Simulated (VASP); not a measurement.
A run of VASP 6.6.1 is set up as follows.

The input POSCAR:

```
HfC
1.0
    0.0000000000      2.3203968129      2.3203968129
    2.3203968129      0.0000000000      2.3203968129
    2.3203968129      2.3203968129      0.0000000000
Hf C
1 1
Direct
    0.5000000000      0.5000000000      0.5000000000
    0.0000000000      0.0000000000      0.0000000000
```

Contents of INCAR.step1:

```
PREC     = Accurate       # precision mode
ENCUT    = 520            # plane-wave cutoff, eV
ISMEAR   = 0              # smearing method
SIGMA    = 0.1            # smearing width, eV
LREAL    = F              # projectors in reciprocal space
LASPH    = T              # aspherical terms in the spheres
NELM     = 60             # most SCF steps
NBANDS   = 14             # bands
GGA      = PE             # functional
ALGO     = Normal         # electronic algorithm
EDIFF    = 1E-4           # SCF threshold, eV
LWAVE    = T              # write WAVECAR
LCHARG   = F              # write CHGCAR
```

Contents of INCAR.step2:

```
PREC     = Accurate       # precision mode
ENCUT    = 520            # plane-wave cutoff, eV
EDIFF    = 1E-6           # SCF threshold, eV
ISMEAR   = 0              # smearing method
SIGMA    = 0.1            # smearing width, eV
LREAL    = F              # projectors in reciprocal space
LASPH    = T              # aspherical terms in the spheres
NELM     = 60             # most SCF steps
ALGO     = Normal         # electronic algorithm
ISIF     = 2              # what is computed and relaxed
LWAVE    = F              # write WAVECAR
LCHARG   = T              # write CHGCAR
METAGGA  = R2SCAN         # meta-GGA
LMIXTAU  = T            
LELF     = T              # ELF
LVHAR    = T            
NBANDS   = 14             # bands
ISTART   = 1
```

The input KPOINTS:

```
regular mesh
0
Gamma
  16 16 16
```

Potentials or basis: VASP PAW PBE potentials, release 64 (Hf_pv, C).

Command:

```sh
$ cat potpaw_PBE.64/Hf_pv/POTCAR potpaw_PBE.64/C/POTCAR > POTCAR
$ cp INCAR.step1 INCAR
$ mpirun -np 1 vasp_std > vasp.out
$ cp INCAR.step2 INCAR
$ mpirun -np 1 vasp_std > vasp.out
```

Estimate the band gap on the k mesh.

zero (bands 7 and 8 overlap by 1.46 eV).

Estimate the pressure.

-1.1 GPa.

Caveat: the PAW data sets were made with another functional, which shifts forces and pressure a little; spin-orbit coupling is left out, which moves the levels of the heavy elements.
